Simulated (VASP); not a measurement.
# GaN (P6_3mc) in VASP: notebook

The runs below take GaN through single point, with PBE.

All numbers are computed with VASP 6.6.1; they aren't measurements. Logs are shortened: lines on timing, memory, paths and dates and some standing lists are left out, and cuts for length are marked.

**1. The cell of the first run**

It takes space group P6_3mc (No. 186, hexagonal). The conventional cell has a = 3.138 Å, b = 3.138 Å, c = 5.303 Å, α = 90.00°, β = 90.00°, γ = 120.00°. Within 2.6 Å of Ga (site symmetry 3m) lie 4 N at 1.94 to 1.97 Å. N (site symmetry 3m) has 4 Ga at 1.94 to 1.97 Å within 2.6 Å.

**2. Single point, PBE**

INCAR

```
SYSTEM = GaN
PREC     = Accurate       ! precision mode
ENCUT    = 520            ! plane-wave cutoff, eV
EDIFF    = 1E-6           ! SCF threshold, eV
ISMEAR   = 0              ! smearing method
SIGMA    = 0.01           ! smearing width, eV
LREAL    = .FALSE.        ! projectors in reciprocal space
LASPH    = .TRUE.         ! aspherical terms in the spheres
NELM     = 100            ! most SCF steps
ALGO     = Normal         ! electronic algorithm
ISIF     = 2              ! what is computed and relaxed
LWAVE    = .FALSE.        ! write WAVECAR
LCHARG   = .FALSE.        ! write CHGCAR
GGA      = PE             ! functional
NBANDS   = 26             ! bands
```

KPOINTS

```
Automatic mesh
0
G
  8 8 5
  0 0 0
```

POSCAR

```
GaN
1.0
    3.1379171759      0.0000000000      0.0000000000
   -1.5689585880      2.7175159893      0.0000000000
    0.0000000000      0.0000000000      5.3029105239
Ga N
2 2
Direct
    0.3333333333      0.6666666667      0.0032073853
    0.6666666667      0.3333333333      0.5032073853
    0.3333333333      0.6666666667      0.3737926147
    0.6666666667      0.3333333333      0.8737926147
```

Potentials or basis: VASP PAW PBE potentials, release 64 (Ga_d, N).

Command:

```
> cat potpaw_PBE.64/Ga_d/POTCAR potpaw_PBE.64/N/POTCAR > POTCAR
> mpirun -np 1 vasp_std > vasp.out
```

OUTCAR:

```text
SYSTEM = GaN
   PREC = Accurate
   ENCUT = 520
   EDIFF = 1E-6
   ISMEAR = 0
   LREAL = .FALSE.
   LASPH = .TRUE.
   NELM = 100
   ISIF = 2
   GGA = PE

 ion  position               nearest neighbor table
   1  0.333  0.667  0.003-   4 1.94   4 1.94   4 1.94   3 1.97
   2  0.667  0.333  0.503-   3 1.94   3 1.94   3 1.94   4 1.97
   3  0.333  0.667  0.374-   2 1.94   2 1.94   2 1.94   1 1.97
   4  0.667  0.333  0.874-   1 1.94   1 1.94   1 1.94   2 1.97

  LATTYP: Found a hexagonal cell.
 ALAT       =     3.1379171759
 C/A-ratio  =     1.6899459822

  Lattice vectors:

 A1 = (   3.1379171759,   0.0000000000,   0.0000000000)
 A2 = (  -1.5689585880,   2.7175159893,   0.0000000000)
 A3 = (   0.0000000000,   0.0000000000,   5.3029105239)

Analysis of symmetry for initial positions (statically):
=====================================================================
 Subroutine PRICEL returns:
 Original cell was already a primitive cell.

 Routine SETGRP: Setting up the symmetry group for a
 hexagonal supercell.

 Subroutine GETGRP returns: Found 12 space group operations
 (whereof  6 operations were pure point group operations)
 out of a pool of 24 trial point group operations.

The static configuration has the point symmetry C_3v.
 The point group associated with its full space group is C_6v.

Analysis of symmetry for dynamics (positions and initial velocities):
=====================================================================
 Subroutine PRICEL returns:
 Original cell was already a primitive cell.

 Routine SETGRP: Setting up the symmetry group for a
 hexagonal supercell.

 Subroutine GETGRP returns: Found 12 space group operations
 (whereof  6 operations were pure point group operations)
 out of a pool of 24 trial point group operations.

The dynamic configuration has the point symmetry C_3v.
 The point group associated with its full space group is C_6v.

 Subroutine INISYM returns: Found 12 space group operations
 (whereof  6 operations are pure point group operations),
 and found     1 'primitive' translations

----------------------------------------------------------------------------------------

                                     Primitive cell

  volume of cell :      45.2197

  direct lattice vectors                    reciprocal lattice vectors
     3.137917176  0.000000000  0.000000000     0.318682726  0.183991558  0.000000000
    -1.568958588  2.717515989  0.000000000     0.000000000  0.367983115  0.000000000
     0.000000000  0.000000000  5.302910524     0.000000000  0.000000000  0.188575688

  length of vectors
     3.137917176  3.137917176  5.302910524     0.367983115  0.367983115  0.188575688

  position of ions in fractional coordinates (direct lattice)
     0.333333333  0.666666667  0.003207385
     0.666666667  0.333333333  0.503207385
     0.333333333  0.666666667  0.373792615
     0.666666667  0.333333333  0.873792615

  ion indices of the primitive-cell ions
   primitive index   ion index
                 1           1
                 2           2
                 3           3
                 4           4

----------------------------------------------------------------------------------------

 KPOINTS: Automatic mesh

Automatic generation of k-mesh.
 Grid dimensions read from file:
 generate k-points for:    8    8    5

 Generating k-lattice:

  Cartesian coordinates                     Fractional coordinates (reciprocal lattice)
     0.039835341  0.022998945  0.000000000     0.125000000 -0.000000000  0.000000000
     0.000000000  0.045997889  0.000000000     0.000000000  0.125000000  0.000000000
     0.000000000  0.000000000  0.037715138     0.000000000  0.000000000  0.200000000

  Length of vectors
     0.045997889  0.045997889  0.037715138

  Shift w.r.t. Gamma in fractional coordinates (k-lattice)
     0.000000000  0.000000000  0.000000000

 Subroutine IBZKPT returns following result:
 ===========================================

 Found     30 irreducible k-points:

 Following reciprocal coordinates:
            Coordinates               Weight
  0.000000  0.000000  0.000000      1.000000
  0.125000 -0.000000  0.000000      6.000000
  0.250000 -0.000000  0.000000      6.000000
  0.375000 -0.000000  0.000000      6.000000
  0.500000 -0.000000  0.000000      3.000000
  0.125000  0.125000  0.000000      6.000000
[... 16 lines left out ...]
  0.250000 -0.000000  0.400000     12.000000
  0.375000 -0.000000  0.400000     12.000000
 [... further k-points ...]
   k-points           NKPTS =     30   k-points in BZ     NKDIM =     30   number of bands    NBANDS=     26
   number of dos      NEDOS =    301   number of ions     NIONS =      4
   total plane-waves  NPLWV =  23040
   dimension x,y,z NGX =    24 NGY =   24 NGZ =   40
   dimension x,y,z NGXF=    48 NGYF=   48 NGZF=   80
   ions per type =               2   2
   NGX,Y,Z   is equivalent  to a cutoff of  12.72, 12.72, 12.54 a.u.
   NGXF,Y,Z  is equivalent  to a cutoff of  25.43, 25.43, 25.08 a.u.
 SYSTEM =  GaN
   PREC   = accura    normal or accurate (medium, high low for compatibility)
   ISTART =      0    job   : 0-new  1-cont  2-samecut
   ICHARG =      2    charge: 1-file 2-atom 10-const
   ISPIN  =      1    spin polarized calculation?
   LNONCOLLINEAR =      F non collinear calculations
   LSORBIT =      F    spin-orbit coupling
   LASPH  =      T    aspherical Exc in radial PAW
   ENCUT  =  520.0 eV  38.22 Ry    6.18 a.u.   5.83  5.83  9.86*2*pi/ulx,y,z
   NELM   =    100;   NELMIN=  2; NELMDL= -5     # of ELM steps
   EDIFF  = 0.1E-05   stopping-criterion for ELM
   LREAL  =      F    real-space projection
   EDIFFG = 0.1E-04   stopping-criterion for IOM
   NSW    =      0    number of steps for IOM
   IBRION =     -1    ionic relax: 0-MD 1-quasi-New 2-CG
   NFREE  =      0    steps in history (QN), initial steepest desc. (CG)
   ISIF   =      2    stress and relaxation
   ISYM   =      2    0-nonsym 1-usesym 2-fastsym
   POTIM  = 0.5000    time-step for ionic-motion
   TEBEG  =    0.0;   TEEND  =   0.0 temperature during run
   PSTRESS=    0.0 pullay stress
   NELECT =      36.0000    total number of electrons
   NUPDOWN=      -1.0000    fix difference up-down
   EMIN   =  10.00;   EMAX   =-10.00  energy-range for DOS
   EFERMI =   0.00;   METHOD = LEGACY
   ISMEAR =     0;   SIGMA  =   0.01  broadening in eV -4-tet -1-fermi 0-gaus
   EFERMI_NEDOS =   21; number of points for ismear=-14 and -15
   IALGO  =     38    algorithm
   IMIX   =      4    mixing-type and parameters
     AMIX     =   0.40;   BMIX     =  1.00
     AMIX_MAG =   1.60;   BMIX_MAG =  1.00
  volume/ion in A,a.u.               =      11.30        76.29
  Fermi-wavevector in a.u.,A,eV,Ry     =   1.517282  2.867248 31.322589  2.302145
  Thomas-Fermi vector in A             =   2.626559
   LORBIT       =      0    0 simple, 1 ext, 2 COOP (PROOUT), +10 PAW based schemes
   GGA     = PE    functional components
   LHFCALC =     F    Hartree Fock is set to
   AEXX    =    0.0000 exact exchange contribution
   IVDW    =     0    specifies the selected vdW correction
   LEPSILON=     F    determine dielectric tensor
   LRPA    =     F    only Hartree local field effects (RPA)
 non-spin polarized calculation
 Gauss-broadening in eV      SIGMA  =   0.01
  energy-cutoff  :      520.00
  volume of cell :       45.22
 maximum number of plane-waves:      1227
 NGX is ok and might be reduce to    24
   NGX = 11   NGY = 11   NGZ = 19

 number of electron      36.0000018 magnetization

 Free energy of the ion-electron system (eV)
  ---------------------------------------------------
  ext. energy  EPLUGINS =         0.00000000
  ---------------------------------------------------
  free energy    TOTEN  =       -24.24805950 eV

  energy without entropy =      -24.24805950  energy(sigma->0) =      -24.24805950

 E-fermi :   5.6459     XC(G=0): -11.7293

 val. band max:        5.5142578778   @ k =   0.0000   0.0000   0.0000
 cond. band min:       7.3174880546   @ k =   0.0000   0.0000   0.0000
 fundamental gap:      1.8032301769
 Fermi energy:         5.6459014760

 k-point     1 :       0.0000    0.0000    0.0000
  band No.  band energies     occupation
      1     -10.6332      2.00000
      2      -9.6978      2.00000
      3      -8.0347      2.00000
      4      -8.0088      2.00000
      5      -8.0088      2.00000
      6      -7.9508      2.00000
[... 18 lines left out ...]
     25      17.4472      0.00000
     26      17.4472      0.00000

 k-point     2 :       0.1250   -0.0000    0.0000
  band No.  band energies     occupation
      1     -10.4754      2.00000
      2      -9.6541      2.00000
      3      -8.0139      2.00000
      4      -7.9852      2.00000
      5      -7.9633      2.00000
      6      -7.9303      2.00000
[... 18 lines left out ...]
     25      16.7270      0.00000
     26      17.7354      0.00000

 k-point     3 :       0.2500   -0.0000    0.0000
  band No.  band energies     occupation
      1     -10.1047      2.00000
      2      -9.5709      2.00000
      3      -7.9724      2.00000
      4      -7.9427      2.00000
      5      -7.8848      2.00000
      6      -7.8418      2.00000
[... 18 lines left out ...]
     25      17.0969      0.00000
     26      17.7963      0.00000

 k-point     4 :       0.3750   -0.0000    0.0000
  band No.  band energies     occupation
      1      -9.7869      2.00000
      2      -9.5169      2.00000
      3      -7.9582      2.00000
      4      -7.9259      2.00000
      5      -7.8425      2.00000
      6      -7.7927      2.00000
[... 18 lines left out ...]
     25      17.5373      0.00000
     26      18.5151      0.00000

 k-point     5 :       0.5000   -0.0000    0.0000
  band No.  band energies     occupation
      1      -9.6824      2.00000
      2      -9.5022      2.00000
      3      -7.9627      2.00000
      4      -7.9252      2.00000
      5      -7.8282      2.00000
      6      -7.8026      2.00000
[... 18 lines left out ...]
     25      17.8254      0.00000
     26      18.8597      0.00000

 k-point     6 :       0.1250    0.1250    0.0000
  band No.  band energies     occupation
      1     -10.2101      2.00000
      2      -9.5920      2.00000
      3      -7.9750      2.00000
      4      -7.9597      2.00000
      5      -7.9010      2.00000
      6      -7.8909      2.00000
[... 427 lines left out ...]
 k-point    21 :       0.0000    0.0000    0.4000
  band No.  band energies     occupation
      1     -10.2448      2.00000
      2      -9.9412      2.00000
      3      -7.9953      2.00000
      4      -7.9953      2.00000
      5      -7.9772      2.00000
      6      -7.9772      2.00000
[... 18 lines left out ...]
     25      16.5168      0.00000
     26      16.5168      0.00000

 k-point    22 :       0.1250   -0.0000    0.4000
  band No.  band energies     occupation
      1     -10.1219      2.00000
      2      -9.8571      2.00000
      3      -7.9807      2.00000
      4      -7.9677      2.00000
      5      -7.9611      2.00000
      6      -7.9470      2.00000
[... 18 lines left out ...]
     25      16.3878      0.00000
     26      16.8763      0.00000

 k-point    23 :       0.2500   -0.0000    0.4000
  band No.  band energies     occupation
      1      -9.8541      2.00000
      2      -9.6864      2.00000
      3      -7.9551      2.00000
      4      -7.9281      2.00000
      5      -7.9087      2.00000
      6      -7.8774      2.00000
[... 18 lines left out ...]
     25      16.9788      0.00000
     26      17.6045      0.00000

 k-point    24 :       0.3750   -0.0000    0.4000
  band No.  band energies     occupation
      1      -9.6490      2.00000
      2      -9.5657      2.00000
      3      -7.9618      2.00000
      4      -7.9279      2.00000
      5      -7.8692      2.00000
      6      -7.8198      2.00000
[... 18 lines left out ...]
     25      17.1432      0.00000
     26      18.1344      0.00000

 [... further k-points ...]

------------------------ aborting loop because EDIFF is reached ----------------------------------------

  FORCE on cell =-STRESS in cart. coord.  units (eV):
  Direction    XX          YY          ZZ          XY          YZ          ZX
  --------------------------------------------------------------------------------------
  -------------------------------------------------------------------------------------
  Total        3.1273062      3.1273062      0.0138738     -0.0000000     -0.0000000      0.0000000
  in kB      110.8034032    110.8034032      0.4915613     -0.0000000     -0.0000000      0.0000000
  external PRESSURE =      74.0327893 kB  Pullay stress =       0.0000000 kB

 VOLUME and BASIS-vectors are now :
 -----------------------------------------------------------------------------
  energy-cutoff  :      520.00
  volume of cell :       45.22
      direct lattice vectors                 reciprocal lattice vectors
     3.137917176  0.000000000  0.000000000     0.318682726  0.183991558  0.000000000
    -1.568958588  2.717515989  0.000000000     0.000000000  0.367983115  0.000000000
     0.000000000  0.000000000  5.302910524     0.000000000  0.000000000  0.188575688

 POSITION                                       TOTAL-FORCE (eV/Angst)
 -----------------------------------------------------------------------------------
     -0.00000      1.81168      0.01701         0.000000      0.000000     -0.002592
      1.56896      0.90584      2.66846        -0.000000     -0.000000     -0.002592
     -0.00000      1.81168      1.98219         0.000000      0.000000      0.002592
      1.56896      0.90584      4.63364         0.000000     -0.000000      0.002592
 -----------------------------------------------------------------------------------
    total drift:                               -0.000001     -0.000002     -0.000108

  FREE ENERGIE OF THE ION-ELECTRON SYSTEM (eV)
  ---------------------------------------------------
  free  energy   TOTEN  =       -24.2480595020 eV

  energy  without entropy=      -24.2480595020  energy(sigma->0) =      -24.24805950
```

Wall time 13 s (1 thread of Intel Xeon 6975P-C (Granite Rapids), shared host); peak memory 0.17 GiB.

Results:

```
Free energy            : -24.2481 eV
Pressure               : 7.4 GPa
Band gap on the k mesh : 1.80 eV
```

Forces in eV/Å, atoms in the order of the input:
```
Ga   0.000  0.000 -0.003
Ga   0.000  0.000 -0.003
N    0.000  0.000  0.003
N    0.000  0.000  0.003
```

Stress tensor (GPa, compression positive):
```
11.08  0.00  0.00
 0.00 11.08  0.00
 0.00  0.00  0.05
```

Levels at points of the mesh, in eV from the valence-band top:
| k point | band 14 | band 15 | band 16 | band 17 | band 18 | band 19 | band 20 | band 21 | band 22 | band 23 |
| --- | --- | --- | --- | --- | --- | --- | --- | --- | --- | --- |
| (0.00, 0.00, 0.00) | -0.95 | -0.95 | -0.29 | 0.00 | 0.00 | 1.80 | 4.64 | 8.88 | 10.15 | 10.21 |
| (0.50, 0.00, 0.00) | -5.47 | -4.37 | -2.68 | -2.39 | -1.04 | 5.27 | 5.49 | 5.72 | 8.43 | 10.14 |

Caveat: the stress differs along the axes, from 0 to 11 GPa.

(Continued in part 2 of 2.)
